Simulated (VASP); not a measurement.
A run of VASP 6.6.1 is set up as follows.

File POSCAR:

```
TiGe
1.0
    0.0000000000      2.8894225255      2.8894225255
    2.8894225255      0.0000000000      2.8894225255
    2.8894225255      2.8894225255      0.0000000000
Ti Ge
1 1
Direct
    0.0000000000      0.0000000000      0.0000000000
    0.2500000000      0.2500000000      0.2500000000
```

Contents of INCAR.step1:

```
SYSTEM = TiGe
ALGO     = Normal         ! electronic algorithm
EDIFF    = 1E-5           ! SCF threshold, eV
ENCUT    = 520            ! plane-wave cutoff, eV
GGA      = PE             ! functional
ISIF     = 2              ! what is computed and relaxed
ISMEAR   = 0              ! smearing method
LASPH    = .TRUE.         ! aspherical terms in the spheres
LCHARG   = .FALSE.        ! write CHGCAR
LREAL    = .FALSE.        ! projectors in reciprocal space
LWAVE    = .TRUE.         ! write WAVECAR
NBANDS   = 20             ! bands
NELM     = 100            ! most SCF steps
PREC     = Accurate       ! precision mode
SIGMA    = 0.05           ! smearing width, eV
```

Contents of INCAR.step2:

```
SYSTEM = TiGe
ALGO     = Normal         ! electronic algorithm
EDIFF    = 1E-6           ! SCF threshold, eV
ENCUT    = 520            ! plane-wave cutoff, eV
GGA      = PE             ! functional
HFSCREEN = 0.2079         ! screening, 1/A
ISIF     = 2              ! what is computed and relaxed
ISMEAR   = 0              ! smearing method
ISTART   = 1            
LASPH    = .TRUE.         ! aspherical terms in the spheres
LCHARG   = .FALSE.        ! write CHGCAR
LHFCALC  = .TRUE.         ! exact exchange
LREAL    = .FALSE.        ! projectors in reciprocal space
LWAVE    = .FALSE.        ! write WAVECAR
NBANDS   = 20             ! bands
NELM     = 100            ! most SCF steps
PREC     = Accurate       ! precision mode
PRECFOCK = Normal       
SIGMA    = 0.05           ! smearing width, eV
```

The input KPOINTS:

```
k-points
0
G
  6 6 6
  0 0 0
```

Potentials or basis: VASP PAW PBE potentials, release 64 (Ti_sv, Ge_d).

Launch:

```bash
$ cat potpaw_PBE.64/Ti_sv/POTCAR potpaw_PBE.64/Ge_d/POTCAR > POTCAR
$ cp INCAR.step1 INCAR
$ mpirun -np 1 vasp_std > vasp.out
$ cp INCAR.step2 INCAR
$ mpirun -np 1 vasp_std > vasp.out
```

What does it give for the band gap on the k mesh?

0.65 eV (least direct gap 0.67 eV).

Predict the pressure.

1.5 GPa.

Caveat: the PAW data sets were made with another functional, which shifts forces and pressure a little. A k mesh can miss the band edges.
